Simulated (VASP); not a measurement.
# SrV2 (Imma) in VASP: single point with PBE

Aim: the single point of SrV2 with PBE.

Everything below comes from runs of VASP 6.6.1. Logs are shortened: lines on timing, memory, paths and dates and some standing lists are left out, and cuts for length are marked.

### 1 The cell of the first run

Symmetry: Imma, No. 74, orthorhombic system. The conventional cell has a = 4.758 Å, b = 7.761 Å, c = 7.786 Å, α = 90.00°, β = 90.00°, γ = 90.00°. Within 4.3 Å of Sr (site symmetry mm2) lie 12 V at 3.27 to 3.50 Å and 4 Sr at 3.89 to 3.96 Å. V (site symmetry m) has 4 V at 2.72 to 2.93 Å and 6 Sr at 3.27 to 3.50 Å within 3.6 Å.

### 2 Single point, PBE

File POSCAR:

```
SrV2
1.0
   -2.3790540000      3.8804610000      3.8929070000
    4.7581080000      0.0000000000      0.0000000000
    2.3790540000      3.8804610000     -3.8929070000
Sr V
2 4
Direct
    0.3020000000      0.0520000000      0.1980000000
    0.6980000000      0.9480000000      0.8020000000
    0.2740000000      0.3350000000      0.6040000000
    0.8960000000      0.3350000000      0.2260000000
    0.7260000000      0.6650000000      0.3960000000
    0.1040000000      0.6650000000      0.7740000000
```

File INCAR.step1:

```
SYSTEM = SrV2
PREC = Accurate ; ENCUT = 520
EDIFF = 1E-7 ; ISMEAR = 1
SIGMA = 0.0132 ; LREAL = .False.
LASPH = .True. ; NELM = 60
ALGO = Normal ; ISIF = 2
LWAVE = .False. ; LCHARG = .True.
LMAXMIX = 4 ; GGA = PE
NBANDS = 45
```

File KPOINTS.step1:

```
regular mesh
0
Gamma
  6 6 6
  0 0 0
```

File INCAR.step2:

```
SYSTEM = SrV2
PREC = Accurate ; ENCUT = 520
EDIFF = 1E-7 ; ISMEAR = -5
SIGMA = 0.0132 ; LREAL = .False.
LASPH = .True. ; NELM = 60
ALGO = Normal ; ISIF = 2
LWAVE = .False. ; LCHARG = .False.
LMAXMIX = 4 ; GGA = PE
LORBIT = 11 ; NEDOS = 2001
ICHARG = 11
```

File KPOINTS.step2:

```
regular mesh
0
Gamma
  9 9 9
  0 0 0
```

Potentials or basis: VASP PAW PBE potentials, release 64 (Sr_sv, V_sv).

Command:

```bash
cat potpaw_PBE.64/Sr_sv/POTCAR potpaw_PBE.64/V_sv/POTCAR > POTCAR
cp INCAR.step1 INCAR
cp KPOINTS.step1 KPOINTS
mpirun -np 1 vasp_std > vasp.out
cp INCAR.step2 INCAR
cp KPOINTS.step2 KPOINTS
mpirun -np 1 vasp_std > vasp.out
```

OUTCAR:

```text
SYSTEM = SrV2
   PREC = Accurate
   ENCUT = 520
   EDIFF = 1E-7
   ISMEAR = -5
   LREAL = .False.
   LASPH = .True.
   NELM = 60
   ISIF = 2
   GGA = PE
   LORBIT = 11
   ICHARG = 11

 ion  position               nearest neighbor table
   1  0.302  0.052  0.198-   3 3.27   4 3.27   3 3.27   4 3.27   4 3.27   3 3.27   6 3.35   5 3.35
                             6 3.50   5 3.50   5 3.50   6 3.50   2 3.89   2 3.89   2 3.96   2 3.96
   2  0.698  0.948  0.802-   5 3.27   6 3.27   5 3.27   6 3.27   5 3.27   6 3.27   4 3.35   3 3.35
                             3 3.50   3 3.50   4 3.50   4 3.50   1 3.89   1 3.89   1 3.96   1 3.96
   3  0.274  0.335  0.604-   6 2.72   6 2.72   5 2.74   1 3.27   1 3.27   1 3.27   2 3.35   2 3.50
                             2 3.50
   4  0.896  0.335  0.226-   5 2.72   5 2.72   6 2.74   1 3.27   1 3.27   1 3.27   2 3.35   2 3.50
                             2 3.50
   5  0.726  0.665  0.396-   4 2.72   4 2.72   3 2.74   2 3.27   2 3.27   2 3.27   1 3.35   1 3.50
                             1 3.50
   6  0.104  0.665  0.774-   3 2.72   3 2.72   4 2.74   2 3.27   2 3.27   2 3.27   1 3.35   1 3.50
                             1 3.50

  LATTYP: Found a body centered orthorhombic cell.
 ALAT       =     4.7581080000
 B/A-ratio  =     1.6310941240
 C/A-ratio  =     1.6363256151

  Lattice vectors:

 A1 = (  -2.3790540000,   3.8804610000,   3.8929070000)
 A2 = (   2.3790540000,  -3.8804610000,   3.8929070000)
 A3 = (   2.3790540000,   3.8804610000,  -3.8929070000)

Analysis of symmetry for initial positions (statically):
=====================================================================
 Subroutine PRICEL returns:
 Original cell was already a primitive cell.

 Routine SETGRP: Setting up the symmetry group for a
 body centered orthorhombic supercell.

 Subroutine GETGRP returns: Found  8 space group operations
 (whereof  4 operations were pure point group operations)
 out of a pool of  8 trial point group operations.

The static configuration has the point symmetry C_2h.
 The point group associated with its full space group is D_2h.

Analysis of symmetry for dynamics (positions and initial velocities):
=====================================================================
 Subroutine PRICEL returns:
 Original cell was already a primitive cell.

 Routine SETGRP: Setting up the symmetry group for a
 body centered orthorhombic supercell.

 Subroutine GETGRP returns: Found  8 space group operations
 (whereof  4 operations were pure point group operations)
 out of a pool of  8 trial point group operations.

The dynamic configuration has the point symmetry C_2h.
 The point group associated with its full space group is D_2h.

 Subroutine INISYM returns: Found  8 space group operations
 (whereof  4 operations are pure point group operations),
 and found     1 'primitive' translations

----------------------------------------------------------------------------------------

                                     Primitive cell

  volume of cell :     143.7546

  direct lattice vectors                    reciprocal lattice vectors
    -2.379054000  3.880461000  3.892907000     0.000000000  0.128850670  0.128438722
     4.758108000  0.000000000  0.000000000     0.210167571  0.000000000  0.128438722
     2.379054000  3.880461000 -3.892907000     0.000000000  0.128850670 -0.128438722

  length of vectors
     5.989373959  4.758108000  5.989373959     0.181931307  0.246306543  0.181931307

  position of ions in fractional coordinates (direct lattice)
     0.302000000  0.052000000  0.198000000
     0.698000000  0.948000000  0.802000000
     0.274000000  0.335000000  0.604000000
     0.896000000  0.335000000  0.226000000
     0.726000000  0.665000000  0.396000000
     0.104000000  0.665000000  0.774000000

  ion indices of the primitive-cell ions
   primitive index   ion index
                 1           1
                 2           2
                 3           3
                 4           4
                 5           5
                 6           6

----------------------------------------------------------------------------------------

 KPOINTS: regular mesh

Automatic generation of k-mesh.
 Grid dimensions read from file:
 generate k-points for:    9    9    9

 Generating k-lattice:

  Cartesian coordinates                     Fractional coordinates (reciprocal lattice)
     0.000000000  0.014316741  0.014270969     0.111111111  0.000000000  0.000000000
     0.023351952  0.000000000  0.014270969    -0.000000000  0.111111111  0.000000000
     0.000000000  0.014316741 -0.014270969     0.000000000  0.000000000  0.111111111

  Length of vectors
     0.020214590  0.027367394  0.020214590

  Shift w.r.t. Gamma in fractional coordinates (k-lattice)
     0.000000000  0.000000000  0.000000000

 TETIRR: Found    593 inequivalent tetrahedra from     4374

 Subroutine IBZKPT returns following result:
 ===========================================

 Found    125 irreducible k-points:

 Following reciprocal coordinates:
            Coordinates               Weight
  0.000000  0.000000  0.000000      1.000000
  0.111111  0.000000 -0.000000      4.000000
  0.222222  0.000000 -0.000000      4.000000
  0.333333  0.000000 -0.000000      4.000000
  0.444444  0.000000 -0.000000      4.000000
  0.000000  0.111111 -0.000000      4.000000
[... 16 lines left out ...]
 -0.111111  0.222222  0.000000      8.000000
  0.000000  0.333333  0.000000      4.000000
 [... further k-points ...]
   k-points           NKPTS =    125   k-points in BZ     NKDIM =    125   number of bands    NBANDS=     43
   number of dos      NEDOS =   2001   number of ions     NIONS =      6
   total plane-waves  NPLWV =  82944
   dimension x,y,z NGX =    48 NGY =   36 NGZ =   48
   dimension x,y,z NGXF=    96 NGYF=   72 NGZF=   96
   ions per type =               2   4
   NGX,Y,Z   is equivalent  to a cutoff of  13.32, 12.58, 13.32 a.u.
   NGXF,Y,Z  is equivalent  to a cutoff of  26.65, 25.16, 26.65 a.u.
 SYSTEM =  SrV2
   PREC   = accura    normal or accurate (medium, high low for compatibility)
   ISTART =      0    job   : 0-new  1-cont  2-samecut
   ICHARG =     11    charge: 1-file 2-atom 10-const
   ISPIN  =      1    spin polarized calculation?
   LNONCOLLINEAR =      F non collinear calculations
   LSORBIT =      F    spin-orbit coupling
   LASPH  =      T    aspherical Exc in radial PAW
   ENCUT  =  520.0 eV  38.22 Ry    6.18 a.u.  11.14  8.85 11.14*2*pi/ulx,y,z
   NELM   =     60;   NELMIN=  2; NELMDL=  0     # of ELM steps
   EDIFF  = 0.1E-06   stopping-criterion for ELM
   LREAL  =      F    real-space projection
   EDIFFG = 0.1E-05   stopping-criterion for IOM
   NSW    =      0    number of steps for IOM
   IBRION =     -1    ionic relax: 0-MD 1-quasi-New 2-CG
   NFREE  =      0    steps in history (QN), initial steepest desc. (CG)
   ISIF   =      2    stress and relaxation
   ISYM   =      2    0-nonsym 1-usesym 2-fastsym
   POTIM  = 0.5000    time-step for ionic-motion
   TEBEG  =    0.0;   TEEND  =   0.0 temperature during run
   PSTRESS=    0.0 pullay stress
   NELECT =      72.0000    total number of electrons
   NUPDOWN=      -1.0000    fix difference up-down
   EMIN   =  10.00;   EMAX   =-10.00  energy-range for DOS
   EFERMI =   0.00;   METHOD = LEGACY
   ISMEAR =    -5;   SIGMA  =   0.01  broadening in eV -4-tet -1-fermi 0-gaus
   EFERMI_NEDOS =   21; number of points for ismear=-14 and -15
   IALGO  =     38    algorithm
   IMIX   =      4    mixing-type and parameters
     AMIX     =   0.40;   BMIX     =  1.00
     AMIX_MAG =   1.60;   BMIX_MAG =  1.00
  volume/ion in A,a.u.               =      23.96       161.68
  Fermi-wavevector in a.u.,A,eV,Ry     =   1.300105  2.456842 22.997563  1.690273
  Thomas-Fermi vector in A             =   2.431326
   LORBIT       =     11    0 simple, 1 ext, 2 COOP (PROOUT), +10 PAW based schemes
   GGA     = PE    functional components
   LHFCALC =     F    Hartree Fock is set to
   AEXX    =    0.0000 exact exchange contribution
   IVDW    =     0    specifies the selected vdW correction
   LEPSILON=     F    determine dielectric tensor
   LRPA    =     F    only Hartree local field effects (RPA)
 non-spin polarized calculation
 Fermi weights with tetrahedron method with Bloechl corrections
  energy-cutoff  :      520.00
  volume of cell :      143.75
 maximum number of plane-waves:      3894
 NGX is ok and might be reduce to    48

 number of electron      71.9999994 magnetization

 Free energy of the ion-electron system (eV)
  ---------------------------------------------------
  ext. energy  EPLUGINS =         0.00000000
  ---------------------------------------------------
  free energy    TOTEN  =       -32.42750254 eV

  energy without entropy =      -32.42750254  energy(sigma->0) =      -32.42750254

 E-fermi :   4.4707     XC(G=0): -10.0793

 val. band max:        4.4967768550   @ k =  -0.2222  -0.1111   0.2222
 cond. band min:       4.4555813836   @ k =  -0.3333  -0.4444   0.1111
 fundamental gap:     -0.0411954713
 Fermi energy:         4.4707470540

 k-point     1 :       0.0000    0.0000    0.0000
  band No.  band energies     occupation
      1     -59.4059      2.00000
      2     -59.3736      2.00000
      3     -59.3484      2.00000
      4     -59.3354      2.00000
      5     -33.3994      2.00000
      6     -33.3465      2.00000
[... 35 lines left out ...]
     42       5.6517      0.00000
     43       5.9260      0.00000

 k-point     2 :       0.1111    0.0000   -0.0000
  band No.  band energies     occupation
      1     -59.4052      2.00000
      2     -59.3750      2.00000
      3     -59.3477      2.00000
      4     -59.3353      2.00000
      5     -33.3988      2.00000
      6     -33.3471      2.00000
[... 35 lines left out ...]
     42       5.6065      0.00000
     43       6.0287      0.00000

 k-point     3 :       0.2222    0.0000   -0.0000
  band No.  band energies     occupation
      1     -59.4033      2.00000
      2     -59.3787      2.00000
      3     -59.3461      2.00000
      4     -59.3352      2.00000
      5     -33.3972      2.00000
      6     -33.3487      2.00000
[... 35 lines left out ...]
     42       5.5121      0.00000
     43       5.8617      0.00000

 k-point     4 :       0.3333    0.0000   -0.0000
  band No.  band energies     occupation
      1     -59.4004      2.00000
      2     -59.3832      2.00000
      3     -59.3445      2.00000
      4     -59.3351      2.00000
      5     -33.3952      2.00000
      6     -33.3506      2.00000
[... 863 lines left out ...]
     42       5.6883      0.00000
     43       5.8569      0.00000

 k-point    23 :      -0.1111    0.2222    0.0000
  band No.  band energies     occupation
      1     -59.3996      2.00000
      2     -59.3698      2.00000
      3     -59.3529      2.00000
      4     -59.3409      2.00000
      5     -33.3942      2.00000
      6     -33.3529      2.00000
[... 35 lines left out ...]
     42       5.7080      0.00000
     43       5.8241      0.00000

 k-point    24 :       0.0000    0.3333    0.0000
  band No.  band energies     occupation
      1     -59.3908      2.00000
      2     -59.3726      2.00000
      3     -59.3505      2.00000
      4     -59.3494      2.00000
      5     -33.3877      2.00000
      6     -33.3608      2.00000
[... 35 lines left out ...]
     42       5.6683      0.00000
     43       5.8294      0.00000

 [... further k-points ...]
[... 5 lines left out ...]
  --------------------------------------------------------------------------------------
  -------------------------------------------------------------------------------------
  Total       -5.3325399     -3.7673851     -3.6016962      0.0000000      0.0000000      0.0000000
  in kB      -59.4323707    -41.9883644    -40.1417233      0.0000000      0.0000000      0.0000000
  external PRESSURE =     -47.1874861 kB  Pullay stress =       0.0000000 kB

 VOLUME and BASIS-vectors are now :
 -----------------------------------------------------------------------------
  energy-cutoff  :      520.00
  volume of cell :      143.75
      direct lattice vectors                 reciprocal lattice vectors
    -2.379054000  3.880461000  3.892907000     0.000000000  0.128850670  0.128438722
     4.758108000  0.000000000  0.000000000     0.210167571  0.000000000  0.128438722
     2.379054000  3.880461000 -3.892907000     0.000000000  0.128850670 -0.128438722

 POSITION                                       TOTAL-FORCE (eV/Angst)
 -----------------------------------------------------------------------------------
      0.00000      1.94023      0.40486         0.000000     -0.000000      0.096833
      4.75811      5.82069     -0.40486        -0.000000     -0.000000     -0.096833
      2.37905      3.40704     -1.28466         0.000000     -0.608787     -0.222785
      0.00000      4.35388      2.60825         0.000000      0.608787     -0.222785
      2.37905      4.35388      1.28466        -0.000000      0.608787      0.222785
      4.75811      3.40704     -2.60825        -0.000000     -0.608787      0.222785
 -----------------------------------------------------------------------------------
    total drift:                               -0.000000      0.000000     -0.000000

  FREE ENERGIE OF THE ION-ELECTRON SYSTEM (eV)
  ---------------------------------------------------
  free  energy   TOTEN  =       -32.4275025379 eV

  energy  without entropy=      -32.4275025379  energy(sigma->0) =      -32.42750254

 total charge

# of ion       s       p       d       tot
------------------------------------------
    1        2.055   5.749   0.276   8.080
    2        2.055   5.749   0.276   8.080
    3        2.325   6.074   2.994  11.393
    4        2.325   6.074   2.994  11.393
    5        2.325   6.074   2.994  11.393
    6        2.325   6.074   2.994  11.393
--------------------------------------------------
tot         13.410  35.794  12.528  61.732
```

It took 32 min on 1 thread of Intel Xeon 8259CL, shared host; peak memory 0.7 GiB.

Results:

```yaml
Valence_electrons_inside_the_program's_atomic_spheres: Sr 8.08; V 11.39
```
